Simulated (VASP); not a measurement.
# Cd (P6_3/mmc) in VASP: single point with PBE

Aim: the single point of Cd with PBE.

Everything below comes from runs of VASP 6.6.1. Logs are shortened: lines on timing, memory, paths and dates and some standing lists are left out, and cuts for length are marked.

### Step 1. The cell of the first run

It takes space group P6_3/mmc (No. 194, hexagonal). The conventional cell has a = 3.298 Å, b = 3.298 Å, c = 5.168 Å, α = 90.00°, β = 90.00°, γ = 120.00°. Cd (site symmetry -6m2) has 12 Cd at 3.21 to 3.30 Å within 4.2 Å.

### Step 2. Single point, PBE

Input file INCAR:

```
PREC = Accurate
ENCUT = 520
EDIFF = 1E-7
ISMEAR = -1
SIGMA = 0.1
LREAL = F
LASPH = T
NELM = 100
ALGO = Normal
ISIF = 2
LWAVE = F
LCHARG = F
GGA = PE
NBANDS = 19
```

Input file KPOINTS:

```
Automatic mesh
0
Gamma
  12 12 7
```

Input file POSCAR:

```
Cd
1.0
    1.6490690000      2.8562710000      0.0000000000
   -1.6490690000      2.8562710000      0.0000000000
    0.0000000000      0.0000000000      5.1678450000
Cd
2
Direct
    0.3333300000      0.3333400000      0.2500000000
    0.6666600000      0.6666700000      0.7500000000
```

Potentials or basis: VASP PAW PBE potentials, release 64 (Cd).

The run is started by

```console
cat potpaw_PBE.64/Cd/POTCAR > POTCAR
mpirun -np 1 vasp_std > vasp.out
```

OUTCAR:

```text
PREC = Accurate
   ENCUT = 520
   EDIFF = 1E-7
   ISMEAR = -1
   LREAL = F
   LASPH = T
   NELM = 100
   ISIF = 2
   GGA = PE

 ion  position               nearest neighbor table
   1  0.333  0.333  0.250-   2 3.21   2 3.21   2 3.21   2 3.21   2 3.21   2 3.21
   2  0.667  0.667  0.750-   1 3.21   1 3.21   1 3.21   1 3.21   1 3.21   1 3.21

  LATTYP: Found a hexagonal cell.
 ALAT       =     3.2981377461
 C/A-ratio  =     1.5668978672

  Lattice vectors:

 A1 = (   1.6490690000,  -2.8562710000,   0.0000000000)
 A2 = (   1.6490690000,   2.8562710000,   0.0000000000)
 A3 = (   0.0000000000,   0.0000000000,   5.1678450000)

Analysis of symmetry for initial positions (statically):
=====================================================================
 Subroutine PRICEL returns:
 Original cell was already a primitive cell.

 Routine SETGRP: Setting up the symmetry group for a
 hexagonal supercell.

 Subroutine GETGRP returns: Found  8 space group operations
 (whereof  2 operations were pure point group operations)
 out of a pool of 24 trial point group operations.

The static configuration has the point symmetry C_2 .
 The point group associated with its full space group is D_2h.

Analysis of symmetry for dynamics (positions and initial velocities):
=====================================================================
 Subroutine PRICEL returns:
 Original cell was already a primitive cell.

 Routine SETGRP: Setting up the symmetry group for a
 hexagonal supercell.

 Subroutine GETGRP returns: Found  8 space group operations
 (whereof  2 operations were pure point group operations)
 out of a pool of 24 trial point group operations.

The dynamic configuration has the point symmetry C_2 .
 The point group associated with its full space group is D_2h.

 Subroutine INISYM returns: Found  8 space group operations
 (whereof  2 operations are pure point group operations),
 and found     1 'primitive' translations

----------------------------------------------------------------------------------------

                                     Primitive cell

  volume of cell :      48.6830

  direct lattice vectors                    reciprocal lattice vectors
     1.649069000  2.856271000  0.000000000     0.303201382  0.175053418  0.000000000
    -1.649069000  2.856271000  0.000000000    -0.303201382  0.175053418  0.000000000
     0.000000000  0.000000000  5.167845000     0.000000000  0.000000000  0.193504256
[... 80 lines left out ...]
   LSORBIT =      F    spin-orbit coupling
   LASPH  =      T    aspherical Exc in radial PAW
   ENCUT  =  520.0 eV  38.22 Ry    6.18 a.u.   6.13  6.13  9.61*2*pi/ulx,y,z
   NELM   =    100;   NELMIN=  2; NELMDL= -5     # of ELM steps
   EDIFF  = 0.1E-06   stopping-criterion for ELM
   LREAL  =      F    real-space projection
   EDIFFG = 0.1E-05   stopping-criterion for IOM
   NSW    =      0    number of steps for IOM
   IBRION =     -1    ionic relax: 0-MD 1-quasi-New 2-CG
   NFREE  =      0    steps in history (QN), initial steepest desc. (CG)
   ISIF   =      2    stress and relaxation
   ISYM   =      2    0-nonsym 1-usesym 2-fastsym
   POTIM  = 0.5000    time-step for ionic-motion
   TEBEG  =    0.0;   TEEND  =   0.0 temperature during run
   PSTRESS=    0.0 pullay stress
   NELECT =      24.0000    total number of electrons
   NUPDOWN=      -1.0000    fix difference up-down
   EMIN   =  10.00;   EMAX   =-10.00  energy-range for DOS
   EFERMI =   0.00;   METHOD = LEGACY
   ISMEAR =    -1;   SIGMA  =   0.10  broadening in eV -4-tet -1-fermi 0-gaus
   EFERMI_NEDOS =   21; number of points for ismear=-14 and -15
   IALGO  =     38    algorithm
   IMIX   =      4    mixing-type and parameters
     AMIX     =   0.40;   BMIX     =  1.00
     AMIX_MAG =   1.60;   BMIX_MAG =  1.00
  volume/ion in A,a.u.               =      24.34       164.26
  Fermi-wavevector in a.u.,A,eV,Ry     =   1.293260  2.443908 22.756052  1.672523
  Thomas-Fermi vector in A             =   2.424917
   LORBIT       =      0    0 simple, 1 ext, 2 COOP (PROOUT), +10 PAW based schemes
   GGA     = PE    functional components
   LHFCALC =     F    Hartree Fock is set to
   AEXX    =    0.0000 exact exchange contribution
   IVDW    =     0    specifies the selected vdW correction
   LEPSILON=     F    determine dielectric tensor
   LRPA    =     F    only Hartree local field effects (RPA)
 non-spin polarized calculation
  energy-cutoff  :      520.00
  volume of cell :       48.68
 maximum number of plane-waves:      1328
 NGX is ok and might be reduce to    28
   NGX = 13   NGY = 13   NGZ = 19

 number of electron      24.0000001 magnetization

 Free energy of the ion-electron system (eV)
  ---------------------------------------------------
  ext. energy  EPLUGINS =         0.00000000
  ---------------------------------------------------
  free energy    TOTEN  =        -1.45586350 eV

  energy without entropy =       -1.42944882  energy(sigma->0) =       -1.44265616

 E-fermi :   2.0714     XC(G=0): -10.4227

 val. band max:        2.0705312301   @ k =  -0.3333   0.3333   0.1429
 cond. band min:       2.0743031365   @ k =  -0.0833   0.4167   0.2857
 fundamental gap:      0.0037719064
 Fermi energy:         2.0714258706

 k-point     1 :       0.0000    0.0000    0.0000
  band No.  band energies     occupation
      1      -7.1399      2.00000
      2      -6.7373      2.00000
      3      -6.7373      2.00000
      4      -6.7277      2.00000
      5      -6.6544      2.00000
      6      -6.6544      2.00000
[... 505 lines left out ...]
      6      -6.5218      2.00000
[... 11 lines left out ...]
     18      13.0454      0.00000
     19      13.3819      0.00000

 [... further k-points ...]

------------------------ aborting loop because EDIFF is reached ----------------------------------------

  FORCE on cell =-STRESS in cart. coord.  units (eV):
  Direction    XX          YY          ZZ          XY          YZ          ZX
  --------------------------------------------------------------------------------------
  -------------------------------------------------------------------------------------
  Total       -0.6778433     -0.6778491     -0.6080867      0.0000000      0.0000000      0.0000000
  in kB      -22.3080806    -22.3082716    -20.0123623      0.0000000      0.0000000      0.0000000
  external PRESSURE =     -21.5429048 kB  Pullay stress =       0.0000000 kB

 VOLUME and BASIS-vectors are now :
 -----------------------------------------------------------------------------
  energy-cutoff  :      520.00
  volume of cell :       48.68
      direct lattice vectors                 reciprocal lattice vectors
     1.649069000  2.856271000  0.000000000     0.303201382  0.175053418  0.000000000
    -1.649069000  2.856271000  0.000000000    -0.303201382  0.175053418  0.000000000
     0.000000000  0.000000000  5.167845000     0.000000000  0.000000000  0.193504256

 POSITION                                       TOTAL-FORCE (eV/Angst)
 -----------------------------------------------------------------------------------
     -0.00002      1.90419      1.29196         0.000000     -0.000006      0.000000
     -0.00002      3.80835      3.87588         0.000000      0.000006      0.000000
 -----------------------------------------------------------------------------------
    total drift:                                0.000000     -0.000000     -0.000000

  FREE ENERGIE OF THE ION-ELECTRON SYSTEM (eV)
  ---------------------------------------------------
  free  energy   TOTEN  =        -1.4558635022 eV

  energy  without entropy=       -1.4294488167  energy(sigma->0) =       -1.44265616
```

OSZICAR:

```text
N       E                     dE             d eps       ncg     rms          rms(c)
DAV:   1     0.171726288532E+03    0.17173E+03   -0.12862E+04  6544   0.124E+03
DAV:   2     0.264308930442E+01   -0.16908E+03   -0.16341E+03  6845   0.326E+02
DAV:   3    -0.151557109109E+01   -0.41587E+01   -0.41509E+01  7492   0.578E+01
DAV:   4    -0.152273145699E+01   -0.71604E-02   -0.71598E-02  7061   0.231E+00
DAV:   5    -0.152275450824E+01   -0.23051E-04   -0.23051E-04  7250   0.125E-01    0.330E+00
DAV:   6    -0.145629999120E+01    0.66455E-01   -0.18223E-01  7158   0.474E+00    0.281E+00
DAV:   7    -0.145481883331E+01    0.14812E-02   -0.18226E-02  7026   0.118E+00    0.145E+00
DAV:   8    -0.145576616339E+01   -0.94733E-03   -0.29108E-03  6843   0.631E-01    0.810E-02
DAV:   9    -0.145583603879E+01   -0.69875E-04   -0.26461E-05  7366   0.426E-02    0.252E-02
DAV:  10    -0.145586356710E+01   -0.27528E-04   -0.26872E-05  6866   0.519E-02    0.190E-03
DAV:  11    -0.145586350223E+01    0.64869E-07   -0.33215E-08  5346   0.147E-03
   1 F= -.14558635E+01 E0= -.14426562E+01  d E =-.264147E-01
```

stdout:

```text
POSCAR found type information on POSCAR Cd
 POSCAR found :  1 types and       2 ions
 scaLAPACK will be used
 LDA part: xc-table for (Slater+PW92), standard interpolation
 POSCAR, INCAR and KPOINTS ok, starting setup
 FFT: planning ... GRIDC
 FFT: planning ... GRID_SOFT
 FFT: planning ... GRID
 WAVECAR not read
 entering main loop
```

Wall time 66 s (1 thread of Intel Xeon Platinum 8488C (Sapphire Rapids), shared host); peak memory 0.26 GiB.

Results:

```
Free energy            : -1.4559 eV
Pressure               : -2.2 GPa
Band gap on the k mesh : zero (band 12 reaches 3.14 eV, above the bottom of band 13 at 1.10 eV)
```

Stress tensor (GPa, compression positive):
```
-2.23  0.00  0.00
 0.00 -2.23  0.00
 0.00  0.00 -2.00
```

Levels at points of the mesh, in eV from the Fermi level:
```tsv
k point	band 8	band 9	band 10	band 11	band 12	band 13	band 14	band 15	band 16	band 17
(0.00, 0.00, 0.00)	-8.68	-8.24	-8.24	-7.99	-1.68	-0.98	10.96	10.96	12.45	12.90
(0.50, 0.00, 0.00)	-8.26	-8.19	-8.16	-2.57	-2.46	3.07	3.18	3.63	5.45	6.04
(0.50, 0.50, 0.00)	-8.26	-8.19	-8.16	-2.57	-2.46	3.07	3.18	3.63	5.45	6.04
```
